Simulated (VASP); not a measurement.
# Zn (Im-3m) in VASP: notebook

Runs on Zn. Level: PBE. Tasks: single point.

All numbers are computed with VASP 6.6.1; they aren't measurements. Logs are shortened: lines on timing, memory, paths and dates and some standing lists are left out, and cuts for length are marked.

## 1. The cell of the first run

The structure is cubic, space group Im-3m (No. 229). Conventional cell: a = 2.848 Å, b = 2.848 Å, c = 2.848 Å, α = 90.00°, β = 90.00°, γ = 90.00°. Zn (site symmetry m-3m) has 14 Zn at 2.47 to 2.85 Å within 3.3 Å.

## 2. Single point, PBE (volume scaled by 0.75)

INCAR

```
PREC = Accurate
ENCUT = 520
EDIFF = 1E-6
ISMEAR = -1
SIGMA = 0.1
LREAL = F
LASPH = T
NELM = 80
ALGO = Normal
ISIF = 2
LWAVE = F
LCHARG = T
GGA = PE
LELF = T
LVHAR = T
NBANDS = 12
```

KPOINTS

```
Automatic mesh
0
Gamma
  19 19 19
```

POSCAR

```
Zn
1.0
   -1.4240989676      1.4240989676      1.4240989676
    1.4240989676     -1.4240989676      1.4240989676
    1.4240989676      1.4240989676     -1.4240989676
Zn
1
Direct
    0.0000000000      0.0000000000      0.0000000000
```

Potentials or basis: VASP PAW PBE potentials, release 64 (Zn).

The run is started by

```console
$ cat potpaw_PBE.64/Zn/POTCAR > POTCAR
$ mpirun -np 1 vasp_std > vasp.out
```

OUTCAR:

```text
PREC = Accurate
   ENCUT = 520
   EDIFF = 1E-6
   ISMEAR = -1
   LREAL = F
   LASPH = T
   NELM = 80
   ISIF = 2
   GGA = PE

 ion  position               nearest neighbor table
   1  0.000  0.000  0.000-

  LATTYP: Found a body centered cubic cell.
 ALAT       =     2.8481979352

  Lattice vectors:

 A1 = (  -1.4240989676,   1.4240989676,   1.4240989676)
 A2 = (   1.4240989676,  -1.4240989676,   1.4240989676)
 A3 = (   1.4240989676,   1.4240989676,  -1.4240989676)

Analysis of symmetry for initial positions (statically):
=====================================================================
 Subroutine PRICEL returns:
 Original cell was already a primitive cell.

 Routine SETGRP: Setting up the symmetry group for a
 body centered cubic supercell.

 Subroutine GETGRP returns: Found 48 space group operations
 (whereof 48 operations were pure point group operations)
 out of a pool of 48 trial point group operations.

The static configuration has the point symmetry O_h .

Analysis of symmetry for dynamics (positions and initial velocities):
=====================================================================
 Subroutine PRICEL returns:
 Original cell was already a primitive cell.

 Routine SETGRP: Setting up the symmetry group for a
 body centered cubic supercell.

 Subroutine GETGRP returns: Found 48 space group operations
 (whereof 48 operations were pure point group operations)
 out of a pool of 48 trial point group operations.

The dynamic configuration has the point symmetry O_h .

 Subroutine INISYM returns: Found 48 space group operations
 (whereof 48 operations are pure point group operations),
 and found     1 'primitive' translations

----------------------------------------------------------------------------------------

                                     Primitive cell

  volume of cell :      11.5526

  direct lattice vectors                    reciprocal lattice vectors
    -1.424098968  1.424098968  1.424098968     0.000000000  0.351099194  0.351099194
     1.424098968 -1.424098968  1.424098968     0.351099194  0.000000000  0.351099194
     1.424098968  1.424098968 -1.424098968     0.351099194  0.351099194  0.000000000

  length of vectors
     2.466611767  2.466611767  2.466611767     0.496529242  0.496529242  0.496529242

  position of ions in fractional coordinates (direct lattice)
     0.000000000  0.000000000  0.000000000

  ion indices of the primitive-cell ions
   primitive index   ion index
                 1           1

----------------------------------------------------------------------------------------

 KPOINTS: Automatic mesh

Automatic generation of k-mesh.
 Grid dimensions read from file:
 generate k-points for:   19   19   19

 Generating k-lattice:

  Cartesian coordinates                     Fractional coordinates (reciprocal lattice)
     0.000000000  0.018478905  0.018478905     0.052631579  0.000000000  0.000000000
     0.018478905  0.000000000  0.018478905     0.000000000  0.052631579  0.000000000
     0.018478905  0.018478905  0.000000000     0.000000000  0.000000000  0.052631579

  Length of vectors
     0.026133118  0.026133118  0.026133118

  Shift w.r.t. Gamma in fractional coordinates (k-lattice)
     0.000000000  0.000000000  0.000000000

 Subroutine IBZKPT returns following result:
 ===========================================

 Found    220 irreducible k-points:

 Following reciprocal coordinates:
            Coordinates               Weight
  0.000000  0.000000  0.000000      1.000000
  0.052632  0.000000  0.000000     12.000000
  0.105263  0.000000  0.000000     12.000000
  0.157895  0.000000  0.000000     12.000000
  0.210526  0.000000  0.000000     12.000000
  0.263158  0.000000  0.000000     12.000000
[... 16 lines left out ...]
  0.263158  0.105263  0.000000     48.000000
  0.315789  0.105263  0.000000     48.000000
 [... further k-points ...]
   k-points           NKPTS =    220   k-points in BZ     NKDIM =    220   number of bands    NBANDS=     12
   number of dos      NEDOS =    301   number of ions     NIONS =      1
   total plane-waves  NPLWV =   5832
   dimension x,y,z NGX =    18 NGY =   18 NGZ =   18
   dimension x,y,z NGXF=    36 NGYF=   36 NGZF=   36
   ions per type =               1
   NGX,Y,Z   is equivalent  to a cutoff of  12.13, 12.13, 12.13 a.u.
   NGXF,Y,Z  is equivalent  to a cutoff of  24.26, 24.26, 24.26 a.u.
 SYSTEM =  unknown system
   PREC   = accura    normal or accurate (medium, high low for compatibility)
   ISTART =      0    job   : 0-new  1-cont  2-samecut
   ICHARG =      2    charge: 1-file 2-atom 10-const
   ISPIN  =      1    spin polarized calculation?
   LNONCOLLINEAR =      F non collinear calculations
   LSORBIT =      F    spin-orbit coupling
   LASPH  =      T    aspherical Exc in radial PAW
   ENCUT  =  520.0 eV  38.22 Ry    6.18 a.u.   4.59  4.59  4.59*2*pi/ulx,y,z
   NELM   =     80;   NELMIN=  2; NELMDL= -5     # of ELM steps
   EDIFF  = 0.1E-05   stopping-criterion for ELM
   LREAL  =      F    real-space projection
   EDIFFG = 0.1E-04   stopping-criterion for IOM
   NSW    =      0    number of steps for IOM
   IBRION =     -1    ionic relax: 0-MD 1-quasi-New 2-CG
   NFREE  =      0    steps in history (QN), initial steepest desc. (CG)
   ISIF   =      2    stress and relaxation
   ISYM   =      2    0-nonsym 1-usesym 2-fastsym
   POTIM  = 0.5000    time-step for ionic-motion
   TEBEG  =    0.0;   TEEND  =   0.0 temperature during run
   PSTRESS=    0.0 pullay stress
   NELECT =      12.0000    total number of electrons
   NUPDOWN=      -1.0000    fix difference up-down
   EMIN   =  10.00;   EMAX   =-10.00  energy-range for DOS
   EFERMI =   0.00;   METHOD = LEGACY
   ISMEAR =    -1;   SIGMA  =   0.10  broadening in eV -4-tet -1-fermi 0-gaus
   EFERMI_NEDOS =   21; number of points for ismear=-14 and -15
   IALGO  =     38    algorithm
   IMIX   =      4    mixing-type and parameters
     AMIX     =   0.40;   BMIX     =  1.00
     AMIX_MAG =   1.60;   BMIX_MAG =  1.00
  volume/ion in A,a.u.               =      11.55        77.96
  Fermi-wavevector in a.u.,A,eV,Ry     =   1.657964  3.133098 37.400298  2.748844
  Thomas-Fermi vector in A             =   2.745626
   LORBIT       =      0    0 simple, 1 ext, 2 COOP (PROOUT), +10 PAW based schemes
   GGA     = PE    functional components
   LHFCALC =     F    Hartree Fock is set to
   AEXX    =    0.0000 exact exchange contribution
   IVDW    =     0    specifies the selected vdW correction
   LEPSILON=     F    determine dielectric tensor
   LRPA    =     F    only Hartree local field effects (RPA)
 non-spin polarized calculation
  energy-cutoff  :      520.00
  volume of cell :       11.55
 maximum number of plane-waves:       325
   NGX =  9   NGY =  9   NGZ =  9

 number of electron      12.0000006 magnetization

 Free energy of the ion-electron system (eV)
  ---------------------------------------------------
  ext. energy  EPLUGINS =         0.00000000
  ---------------------------------------------------
  free energy    TOTEN  =        -0.66512841 eV

  energy without entropy =       -0.65508912  energy(sigma->0) =       -0.66010876

 E-fermi :   5.8617     XC(G=0): -13.0855

 val. band max:        5.8548953311   @ k =  -0.4737  -0.4737   0.1579
 cond. band min:       5.8873818303   @ k =  -0.4737   0.4737   0.3158
 fundamental gap:      0.0324864993
 Fermi energy:         5.8617000739

 k-point     1 :       0.0000    0.0000    0.0000
  band No.  band energies     occupation
      1      -7.4609      2.00000
      2      -3.2772      2.00000
      3      -3.2772      2.00000
      4      -3.2772      2.00000
      5      -2.4573      2.00000
      6      -2.4573      2.00000
      7      28.8677      0.00000
      8      28.8677      0.00000
      9      28.8677      0.00000
     10      29.9370      0.00000
     11      29.9370      0.00000
     12      29.9371      0.00000

 k-point     2 :       0.0526    0.0000    0.0000
  band No.  band energies     occupation
      1      -7.3535      2.00000
      2      -3.2917      2.00000
      3      -3.2754      2.00000
      4      -3.2436      2.00000
      5      -2.4714      2.00000
      6      -2.4563      2.00000
      7      26.9282      0.00000
      8      28.2429      0.00000
      9      28.3374      0.00000
     10      28.7495      0.00000
     11      29.2253      0.00000
     12      29.5594      0.00000

 k-point     3 :       0.1053    0.0000    0.0000
  band No.  band energies     occupation
      1      -7.0354      2.00000
      2      -3.3336      2.00000
      3      -3.2708      2.00000
      4      -3.1454      2.00000
      5      -2.5073      2.00000
      6      -2.4531      2.00000
      7      23.7563      0.00000
      8      26.7176      0.00000
      9      26.9879      0.00000
     10      27.3552      0.00000
     11      28.5563      0.00000
     12      29.8274      0.00000
[... 286 lines left out ...]
 k-point    23 :       0.2632    0.1053    0.0000
  band No.  band energies     occupation
      1      -4.4742      2.00000
      2      -3.6214      2.00000
      3      -2.9879      2.00000
      4      -2.5878      2.00000
      5      -2.3768      2.00000
      6      -1.6693      2.00000
      7      12.1748      0.00000
      8      17.6938      0.00000
      9      21.0456      0.00000
     10      26.2205      0.00000
     11      29.6902      0.00000
     12      31.9313      0.00000

 k-point    24 :       0.3158    0.1053    0.0000
  band No.  band energies     occupation
      1      -4.3397      2.00000
      2      -3.6904      2.00000
      3      -2.6999      2.00000
      4      -2.5383      2.00000
      5      -2.3051      2.00000
      6      -0.7097      2.00000
      7       9.6470      0.00000
      8      17.0139      0.00000
      9      20.3265      0.00000
     10      25.8194      0.00000
     11      29.4691      0.00000
     12      33.0384      0.00000

 [... further k-points ...]
[... 5 lines left out ...]
  --------------------------------------------------------------------------------------
  -------------------------------------------------------------------------------------
  Total        2.9051128      2.9051128      2.9051128      0.0000000      0.0000000      0.0000000
  in kB      402.8961086    402.8961086    402.8961086      0.0000000      0.0000000      0.0000000
  external PRESSURE =     402.8961086 kB  Pullay stress =       0.0000000 kB

 VOLUME and BASIS-vectors are now :
 -----------------------------------------------------------------------------
  energy-cutoff  :      520.00
  volume of cell :       11.55
      direct lattice vectors                 reciprocal lattice vectors
    -1.424098968  1.424098968  1.424098968     0.000000000  0.351099194  0.351099194
     1.424098968 -1.424098968  1.424098968     0.351099194  0.000000000  0.351099194
     1.424098968  1.424098968 -1.424098968     0.351099194  0.351099194  0.000000000

 POSITION                                       TOTAL-FORCE (eV/Angst)
 -----------------------------------------------------------------------------------
      0.00000      0.00000      0.00000        -0.000000     -0.000000      0.000000
 -----------------------------------------------------------------------------------
    total drift:                                0.000000     -0.000000     -0.000000

  FREE ENERGIE OF THE ION-ELECTRON SYSTEM (eV)
  ---------------------------------------------------
  free  energy   TOTEN  =        -0.6651284093 eV

  energy  without entropy=       -0.6550891202  energy(sigma->0) =       -0.66010876
```

Run time: 16 s. Hardware: 1 thread of Intel Xeon 6975P-C, shared host; peak memory 0.14 GiB.

What came out:

```
Free energy            : -0.6651 eV
Pressure               : 40.3 GPa
Band gap on the k mesh : zero (band 6 reaches 9.75 eV, above the bottom of band 7 at 5.20 eV)
```

(Part 1 of 2 ends here.)
